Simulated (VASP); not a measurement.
# BiTe (I4mm) in VASP: a series of runs

The runs below take BiTe through single point, with PBE.

Everything below comes from runs of VASP 6.6.1. Logs are shortened: lines on timing, memory, paths and dates and some standing lists are left out, and cuts for length are marked.

## (1) The cell of the first run

The structure is tetragonal, space group I4mm (No. 107). The conventional cell has a = 4.575 Å, b = 4.575 Å, c = 6.470 Å, α = 90.00°, β = 90.00°, γ = 90.00°. Bi (site symmetry 4mm) has 6 Te at 3.03 to 3.44 Å within 4.0 Å. Within 4.0 Å of Te (site symmetry 4mm) lie 6 Bi at 3.03 to 3.44 Å.

## (2) Single point, PBE

Input file INCAR:

```
ALGO     = Normal         # electronic algorithm
EDIFF    = 1E-7           # SCF threshold, eV
ENCUT    = 520            # plane-wave cutoff, eV
GGA      = PE             # functional
ISIF     = 2              # what is computed and relaxed
ISMEAR   = -1             # smearing method
LASPH    = True           # aspherical terms in the spheres
LCHARG   = False          # write CHGCAR
LREAL    = False          # projectors in reciprocal space
LWAVE    = False          # write WAVECAR
NBANDS   = 18             # bands
NELM     = 100            # most SCF steps
PREC     = Accurate       # precision mode
SIGMA    = 0.1            # smearing width, eV
```

Input file KPOINTS:

```
k-points
0
Gamma
  6 6 6
```

Input file POSCAR:

```
BiTe
1.0
    0.0000000000      3.2350000000      3.2350000000
    3.2350000000      0.0000000000      3.2350000000
    3.2350000000      3.2350000000      0.0000000000
Bi Te
1 1
Direct
   -0.0309119011     -0.0309119011      0.0309119011
    0.5000000000      0.5000000000      0.5000000000
```

Potentials or basis: VASP PAW PBE potentials, release 64 (Bi_d, Te).

The run is started by

```sh
> cat potpaw_PBE.64/Bi_d/POTCAR potpaw_PBE.64/Te/POTCAR > POTCAR
> mpirun -np 1 vasp_std > vasp.out
```

OUTCAR:

```text
EDIFF = 1E-7
   ENCUT = 520
   GGA = PE
   ISIF = 2
   ISMEAR = -1
   LASPH = True
   LREAL = False
   NELM = 100
   PREC = Accurate

 ion  position               nearest neighbor table
   1  0.969  0.969  0.031-   2 3.03   2 3.24   2 3.24   2 3.24   2 3.24   2 3.44
   2  0.500  0.500  0.500-   1 3.03   1 3.24   1 3.24   1 3.24   1 3.24   1 3.44

  LATTYP: Found a face centered cubic cell.
 ALAT       =     6.4700000000

  Lattice vectors:

 A1 = (   0.0000000000,   3.2350000000,   3.2350000000)
 A2 = (   3.2350000000,   0.0000000000,   3.2350000000)
 A3 = (   3.2350000000,   3.2350000000,   0.0000000000)

Analysis of symmetry for initial positions (statically):
=====================================================================
 Subroutine PRICEL returns:
 Original cell was already a primitive cell.

 Routine SETGRP: Setting up the symmetry group for a
 face centered cubic supercell.

 Subroutine GETGRP returns: Found  8 space group operations
 (whereof  8 operations were pure point group operations)
 out of a pool of 48 trial point group operations.

The static configuration has the point symmetry C_4v.

Analysis of symmetry for dynamics (positions and initial velocities):
=====================================================================
 Subroutine PRICEL returns:
 Original cell was already a primitive cell.

 Routine SETGRP: Setting up the symmetry group for a
 face centered cubic supercell.

 Subroutine GETGRP returns: Found  8 space group operations
 (whereof  8 operations were pure point group operations)
 out of a pool of 48 trial point group operations.

The dynamic configuration has the point symmetry C_4v.

 Subroutine INISYM returns: Found  8 space group operations
 (whereof  8 operations are pure point group operations),
 and found     1 'primitive' translations

----------------------------------------------------------------------------------------

                                     Primitive cell

  volume of cell :      67.7100

  direct lattice vectors                    reciprocal lattice vectors
     0.000000000  3.235000000  3.235000000    -0.154559505  0.154559505  0.154559505
     3.235000000  0.000000000  3.235000000     0.154559505 -0.154559505  0.154559505
     3.235000000  3.235000000  0.000000000     0.154559505  0.154559505 -0.154559505

  length of vectors
     4.574980874  4.574980874  4.574980874     0.267704916  0.267704916  0.267704916

  position of ions in fractional coordinates (direct lattice)
     0.969088099  0.969088099  0.030911901
     0.500000000  0.500000000  0.500000000

  ion indices of the primitive-cell ions
   primitive index   ion index
                 1           1
                 2           2

----------------------------------------------------------------------------------------

 KPOINTS: k-points

Automatic generation of k-mesh.
 Grid dimensions read from file:
 generate k-points for:    6    6    6

 Generating k-lattice:

  Cartesian coordinates                     Fractional coordinates (reciprocal lattice)
    -0.025759918  0.025759918  0.025759918     0.166666667  0.000000000  0.000000000
     0.025759918 -0.025759918  0.025759918     0.000000000  0.166666667  0.000000000
     0.025759918  0.025759918 -0.025759918     0.000000000  0.000000000  0.166666667

  Length of vectors
     0.044617486  0.044617486  0.044617486

  Shift w.r.t. Gamma in fractional coordinates (k-lattice)
     0.000000000  0.000000000  0.000000000

 Subroutine IBZKPT returns following result:
 ===========================================

 Found     30 irreducible k-points:

 Following reciprocal coordinates:
            Coordinates               Weight
  0.000000  0.000000  0.000000      1.000000
  0.166667  0.000000  0.000000      8.000000
  0.333333  0.000000  0.000000      8.000000
  0.500000  0.000000  0.000000      4.000000
  0.166667  0.166667  0.000000      2.000000
  0.000000  0.166667  0.166667      4.000000
[... 16 lines left out ...]
  0.500000  0.333333  0.166667      8.000000
  0.166667  0.500000  0.333333      8.000000
 [... further k-points ...]
   k-points           NKPTS =     30   k-points in BZ     NKDIM =     30   number of bands    NBANDS=     18
   number of dos      NEDOS =    301   number of ions     NIONS =      2
   total plane-waves  NPLWV =  46656
   dimension x,y,z NGX =    36 NGY =   36 NGZ =   36
   dimension x,y,z NGXF=    72 NGYF=   72 NGZF=   72
   ions per type =               1   1
   NGX,Y,Z   is equivalent  to a cutoff of  13.08, 13.08, 13.08 a.u.
   NGXF,Y,Z  is equivalent  to a cutoff of  26.16, 26.16, 26.16 a.u.
 SYSTEM =  unknown system
   PREC   = accura    normal or accurate (medium, high low for compatibility)
   ISTART =      0    job   : 0-new  1-cont  2-samecut
   ICHARG =      2    charge: 1-file 2-atom 10-const
   ISPIN  =      1    spin polarized calculation?
   LNONCOLLINEAR =      F non collinear calculations
   LSORBIT =      F    spin-orbit coupling
   LASPH  =      T    aspherical Exc in radial PAW
   ENCUT  =  520.0 eV  38.22 Ry    6.18 a.u.   8.51  8.51  8.51*2*pi/ulx,y,z
   NELM   =    100;   NELMIN=  2; NELMDL= -5     # of ELM steps
   EDIFF  = 0.1E-06   stopping-criterion for ELM
   LREAL  =      F    real-space projection
   EDIFFG = 0.1E-05   stopping-criterion for IOM
   NSW    =      0    number of steps for IOM
   IBRION =     -1    ionic relax: 0-MD 1-quasi-New 2-CG
   NFREE  =      0    steps in history (QN), initial steepest desc. (CG)
   ISIF   =      2    stress and relaxation
   ISYM   =      2    0-nonsym 1-usesym 2-fastsym
   POTIM  = 0.5000    time-step for ionic-motion
   TEBEG  =    0.0;   TEEND  =   0.0 temperature during run
   PSTRESS=    0.0 pullay stress
   NELECT =      21.0000    total number of electrons
   NUPDOWN=      -1.0000    fix difference up-down
   EMIN   =  10.00;   EMAX   =-10.00  energy-range for DOS
   EFERMI =   0.00;   METHOD = LEGACY
   ISMEAR =    -1;   SIGMA  =   0.10  broadening in eV -4-tet -1-fermi 0-gaus
   EFERMI_NEDOS =   21; number of points for ismear=-14 and -15
   IALGO  =     38    algorithm
   IMIX   =      4    mixing-type and parameters
     AMIX     =   0.40;   BMIX     =  1.00
     AMIX_MAG =   1.60;   BMIX_MAG =  1.00
  volume/ion in A,a.u.               =      33.86       228.46
  Fermi-wavevector in a.u.,A,eV,Ry     =   1.108146  2.094092 16.707785  1.227988
  Thomas-Fermi vector in A             =   2.244669
   LORBIT       =      0    0 simple, 1 ext, 2 COOP (PROOUT), +10 PAW based schemes
   GGA     = PE    functional components
   LHFCALC =     F    Hartree Fock is set to
   AEXX    =    0.0000 exact exchange contribution
   IVDW    =     0    specifies the selected vdW correction
   LEPSILON=     F    determine dielectric tensor
   LRPA    =     F    only Hartree local field effects (RPA)
 non-spin polarized calculation
  energy-cutoff  :      520.00
  volume of cell :       67.71
 maximum number of plane-waves:      1853
 NGX is ok and might be reduce to    36
   NGX = 17   NGY = 17   NGZ = 17

 number of electron      21.0000001 magnetization

 Free energy of the ion-electron system (eV)
  ---------------------------------------------------
  ext. energy  EPLUGINS =         0.00000000
  ---------------------------------------------------
  free energy    TOTEN  =        -7.13492599 eV

  energy without entropy =       -7.08362959  energy(sigma->0) =       -7.10927779

 E-fermi :   6.6973     XC(G=0):  -9.4272

 val. band max:        6.6939409037   @ k =   0.3333   0.0000   0.0000
 cond. band min:       6.7517450099   @ k =   0.0000  -0.1667   0.1667
 fundamental gap:      0.0578041062
 Fermi energy:         6.6973366176

 k-point     1 :       0.0000    0.0000    0.0000
  band No.  band energies     occupation
      1     -16.5056      2.00000
      2     -16.4909      2.00000
      3     -16.4909      2.00000
      4     -16.4731      2.00000
      5     -16.4704      2.00000
      6      -6.9143      2.00000
[... 10 lines left out ...]
     17      12.7274      0.00000
     18      13.1824      0.00000

 k-point     2 :       0.1667    0.0000    0.0000
  band No.  band energies     occupation
      1     -16.5065      2.00000
      2     -16.4900      2.00000
      3     -16.4896      2.00000
      4     -16.4737      2.00000
      5     -16.4693      2.00000
      6      -6.6688      2.00000
[... 10 lines left out ...]
     17      14.2052      0.00000
     18      14.5988      0.00000

 k-point     3 :       0.3333    0.0000    0.0000
  band No.  band energies     occupation
      1     -16.5086      2.00000
      2     -16.4884      2.00000
      3     -16.4879      2.00000
      4     -16.4741      2.00000
      5     -16.4670      2.00000
      6      -5.9598      2.00000
[... 10 lines left out ...]
     17      16.1358      0.00000
     18      17.1574      0.00000

 k-point     4 :       0.5000    0.0000    0.0000
  band No.  band energies     occupation
      1     -16.5097      2.00000
      2     -16.4876      2.00000
      3     -16.4875      2.00000
      4     -16.4738      2.00000
      5     -16.4658      2.00000
      6      -5.1215      2.00000
[... 10 lines left out ...]
     17      14.8419      0.00000
     18      15.8127      0.00000

 k-point     5 :       0.1667    0.1667    0.0000
  band No.  band energies     occupation
      1     -16.5090      2.00000
      2     -16.4883      2.00000
      3     -16.4883      2.00000
      4     -16.4720      2.00000
      5     -16.4713      2.00000
      6      -6.5865      2.00000
[... 10 lines left out ...]
     17      13.2844      0.00000
     18      13.6024      0.00000

 k-point     6 :       0.0000    0.1667    0.1667
  band No.  band energies     occupation
      1     -16.5059      2.00000
      2     -16.4917      2.00000
      3     -16.4883      2.00000
      4     -16.4750      2.00000
      5     -16.4679      2.00000
      6      -6.5949      2.00000
[... 10 lines left out ...]
     17      13.2512      0.00000
     18      13.7005      0.00000

 k-point     7 :       0.3333    0.1667    0.0000
  band No.  band energies     occupation
      1     -16.5118      2.00000
      2     -16.4861      2.00000
      3     -16.4860      2.00000
      4     -16.4716      2.00000
      5     -16.4706      2.00000
      6      -6.0424      2.00000
[... 10 lines left out ...]
     17      14.9303      0.00000
     18      15.2006      0.00000

 k-point     8 :       0.0000    0.3333    0.1667
  band No.  band energies     occupation
      1     -16.5071      2.00000
      2     -16.4912      2.00000
      3     -16.4862      2.00000
      4     -16.4762      2.00000
      5     -16.4655      2.00000
      6      -6.0627      2.00000
[... 10 lines left out ...]
     17      14.8564      0.00000
     18      15.2302      0.00000
[... 229 lines left out ...]
     17      15.7156      0.00000
     18      18.5423      0.00000

 k-point    20 :       0.0000   -0.3333    0.3333
  band No.  band energies     occupation
      1     -16.5091      2.00000
      2     -16.4893      2.00000
      3     -16.4836      2.00000
      4     -16.4778      2.00000
      5     -16.4633      2.00000
      6      -4.8539      2.00000
[... 10 lines left out ...]
     17      15.6433      0.00000
     18      18.4538      0.00000

 k-point    21 :       0.5000    0.5000    0.0000
  band No.  band energies     occupation
      1     -16.5203      2.00000
      2     -16.4802      2.00000
      3     -16.4802      2.00000
      4     -16.4738      2.00000
      5     -16.4684      2.00000
      6      -5.0635      2.00000
[... 10 lines left out ...]
     17      16.1471      0.00000
     18      17.1214      0.00000

 k-point    22 :       0.0000    0.5000    0.5000
  band No.  band energies     occupation
      1     -16.5090      2.00000
      2     -16.4943      2.00000
      3     -16.4802      2.00000
      4     -16.4795      2.00000
      5     -16.4600      2.00000
      6      -5.1967      2.00000
[... 10 lines left out ...]
     17      16.2822      0.00000
     18      16.9601      0.00000

 k-point    23 :       0.5000    0.3333    0.1667
  band No.  band energies     occupation
      1     -16.5138      2.00000
      2     -16.4854      2.00000
      3     -16.4833      2.00000
      4     -16.4720      2.00000
      5     -16.4698      2.00000
      6      -5.4222      2.00000
[... 10 lines left out ...]
     17      14.9268      0.00000
     18      16.3498      0.00000

 k-point    24 :       0.1667    0.5000    0.3333
  band No.  band energies     occupation
      1     -16.5072      2.00000
      2     -16.4903      2.00000
      3     -16.4860      2.00000
      4     -16.4779      2.00000
      5     -16.4629      2.00000
      6      -5.4716      2.00000
[... 10 lines left out ...]
     17      14.9392      0.00000
     18      16.2888      0.00000

 [... further k-points ...]

------------------------ aborting loop because EDIFF is reached ----------------------------------------

  FORCE on cell =-STRESS in cart. coord.  units (eV):
  Direction    XX          YY          ZZ          XY          YZ          ZX
  --------------------------------------------------------------------------------------
  -------------------------------------------------------------------------------------
  Total        0.5513278      0.5513278      0.8478098      0.0000000      0.0000000      0.0000000
  in kB       13.0457075     13.0457075     20.0611663      0.0000000      0.0000000      0.0000000
  external PRESSURE =      15.3841938 kB  Pullay stress =       0.0000000 kB

 VOLUME and BASIS-vectors are now :
 -----------------------------------------------------------------------------
  energy-cutoff  :      520.00
  volume of cell :       67.71
      direct lattice vectors                 reciprocal lattice vectors
     0.000000000  3.235000000  3.235000000    -0.154559505  0.154559505  0.154559505
     3.235000000  0.000000000  3.235000000     0.154559505 -0.154559505  0.154559505
     3.235000000  3.235000000  0.000000000     0.154559505  0.154559505 -0.154559505

 POSITION                                       TOTAL-FORCE (eV/Angst)
 -----------------------------------------------------------------------------------
      3.23500      3.23500      6.27000         0.000000      0.000000      0.594142
      3.23500      3.23500      3.23500         0.000000      0.000000     -0.594142
 -----------------------------------------------------------------------------------
    total drift:                               -0.000000     -0.000000     -0.000480

  FREE ENERGIE OF THE ION-ELECTRON SYSTEM (eV)
  ---------------------------------------------------
  free  energy   TOTEN  =        -7.1349259878 eV

  energy  without entropy=       -7.0836295878  energy(sigma->0) =       -7.10927779
```

It took 60 s on 1 thread of AMD EPYC 7R13, shared host; peak memory 0.19 GiB.

What came out:

- Free energy: -7.1349 eV
- Pressure: 1.5 GPa
- Largest force: 0.594 eV/Å
- Band gap on the k mesh: zero (an odd number of electrons rules out a gap without spin polarisation)

Forces on the atoms (eV/Å):
```
Bi   0.000  0.000  0.594
Te   0.000  0.000 -0.594
```

Caveat: spin-orbit coupling is left out, which moves the levels of the heavy elements.

(Part 1 of 2 ends here.)
